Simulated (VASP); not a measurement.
Crystal: Nb.

```
Nb
1.0
     2.88205    0.00000    0.00000
    -0.96068    2.71722    0.00000
    -0.96068   -1.35861    2.35318
Nb
1
Direct
  0.00000 0.00000 0.00000
```

| Item | Value |
| --- | --- |
| Program | VASP 6.6.1 |
| Task | relaxation of cell and atoms |
| Functional | LDA |
| Potentials or basis | VASP PAW LDA potentials, release 64 (Nb_sv) |
| Cutoff | 600 eV |
| k mesh | 9 × 9 × 9 |
| Occupations | fermi-dirac, width 0.02 eV |
| Spin | no spin polarisation |

At the start: pressure -12.7 GPa; volume 18.43 Å³/atom.

Question: Where does the relaxation end?

Answer: Over 4 steps the energy falls by 57.7 meV/atom and the volume is 17.07 Å³/atom (-7.4 %); space group Im-3m (No. 229, to 0.1 Å) before and after.

Step by step:
```
step  energy change (eV)  largest force (eV/Å)  pressure (GPa)  volume (Å³)
   1              0.0000                0.0000          -12.69        18.43
   2              0.1778                0.0000           36.72        14.80
   3             -0.0574                0.0000           -1.08        17.15
   4             -0.0577                0.0000           -0.12        17.07
```

Final structure:
```
CELL_PARAMETERS angstrom
2.80959 0.00000 0.00000
-0.93653 2.64891 0.00000
-0.93653 -1.32445 2.29402
ATOMIC_POSITIONS crystal
Nb 0.00000 0.00000 0.00000
```
